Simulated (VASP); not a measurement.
Wanted: the native input for a VASP 6.6.1 run.

| Property | Result |
| --- | --- |
| Task | single point |
| Functional | PBE |
| Potentials or basis | VASP PAW PBE potentials, release 64 (S, Ti_sv) |
| Cutoff | 400 eV |
| k mesh | 12 × 12 × 1 |
| Occupations | gaussian, width 0.08 eV |
| Spin | no spin polarisation |
| Dipole correction | yes |
| Further INCAR settings | ALGO = Normal; EDIFF = 1e-06; NBANDS = 19; NELMDL = -8 |

The structure of TiS2 (n.B) lies in POSCAR:

```
TiS2
1.0
    3.4000000000      0.0000000000      0.0000000000
   -1.7000000000      2.9444863729      0.0000000000
    0.0000000000      0.0000000000     16.8600000000
S Ti
2 1
Direct
    0.3333330000      0.6666670000      0.4151838671
    0.6666670000      0.3333330000      0.5848161329
    0.0000000000      0.0000000000      0.5000000000
```

The input as run:

INCAR

```
SYSTEM = TiS2
  ALGO = Normal
  DIPOL = 0.5 0.5 0.500
  EDIFF = 1E-6
  ENCUT = 400
  GGA = PE
  GGA_COMPAT = .False.
  IDIPOL = 3
  ISIF = 2
  ISMEAR = 0
  LASPH = .True.
  LCHARG = .False.
  LDIPOL = .True.
  LREAL = .False.
  LWAVE = .False.
  NBANDS = 19
  NELM = 120
  NELMDL = -8
  PREC = Accurate
  SIGMA = 0.08
```

KPOINTS

```
k-points
0
Gamma
  12 12 1
  0 0 0
```

Potentials or basis: VASP PAW PBE potentials, release 64 (S, Ti_sv).

Command:

```console
$ cat potpaw_PBE.64/S/POTCAR potpaw_PBE.64/Ti_sv/POTCAR > POTCAR
$ mpirun -np 1 vasp_std > vasp.out
```

It gave:

```
Largest force          : 0.035 eV/Å
Band gap on the k mesh : zero (filled and empty bands touch)
```

Run time: 60 s on 1 thread of AMD EPYC 7R13 Processor (Zen 3), on a shared host, peak memory 0.22 GiB.
